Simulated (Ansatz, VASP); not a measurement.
# Co: VASP beside Ansatz

File INCAR:

```
SYSTEM = Co
AGGAC = 1.0 ; AGGAX = 1.0
ALDAC = 0.0 ; ALDAX = 1.0
ALGO = Normal ; EDIFF = 1E-6
ENCUT = 520 ; GGA = B5
ISIF = 2 ; ISMEAR = -1
LASPH = .TRUE. ; LCHARG = .FALSE.
LREAL = .FALSE. ; LWAVE = .FALSE.
NBANDS = 16 ; NELM = 100
PREC = Accurate ; SIGMA = 0.1
```

KPOINTS

```
k-points
0
G
  12 12 12
  0 0 0
```

POSCAR

```
Co
1.0
    0.0000000000      2.5664479535      2.5664479535
    2.5664479535      0.0000000000      2.5664479535
    2.5664479535      2.5664479535      0.0000000000
Co
2
Direct
    0.1250000000      0.1250000000      0.1250000000
    0.8750000000      0.8750000000      0.8750000000
```

Input for Ansatz:

```yaml
crystal:
  lattice:
    - [0.0, 2.5664479535, 2.5664479535]
    - [2.5664479535, 0.0, 2.5664479535]
    - [2.5664479535, 2.5664479535, 0.0]
  atoms:
    - { symbol: Co, position: [0.125, 0.125, 0.125] }
    - { symbol: Co, position: [0.875, 0.875, 0.875] }
hamiltonian:
  xc: blyp
  pseudopotentials:
    kind: paw
    azcp:
      Co: "pseudopotentials/Co.paw.azcp"
basis:
  ecutwfc: 420
  fft_grid_basis: typed
kpoints:
  mp_grid: { grid: [12, 12, 12], shift: [0, 0, 0] }
magnetization:
  spin_polarized: false
scf:
  occupations: { method: fermi_dirac, width: 0.1 }
  lower_state_search: "off"
output:
  stress: true
  write_density: true
  write_potential: true
  elf: true
  volumetric_format: npy
```

Alike in both runs: task single point; functional BLYP; k mesh 12 × 12 × 12; occupations fermi-dirac, width 0.1 eV; no spin polarisation.

```csv
,VASP,Ansatz
version,VASP 6.6.1,Ansatz 0.2.0
potentials or method,"VASP PAW PBE potentials, release 64 (Co), cutoff 520 eV","plane waves (420 eV) with PAW, scalar-relativistic"
valence electrons in the cell,18,34
```

Ansatz gave:

```
pressure (GPa) : -7.3
```

Which values does VASP return?

Pressure (GPa): -7.4.

VASP's potentials were made for PBE, not for BLYP. VASP's potentials hold 18 valence electrons a cell and Ansatz's 34, so a difference there can come from the potentials and not from the codes.
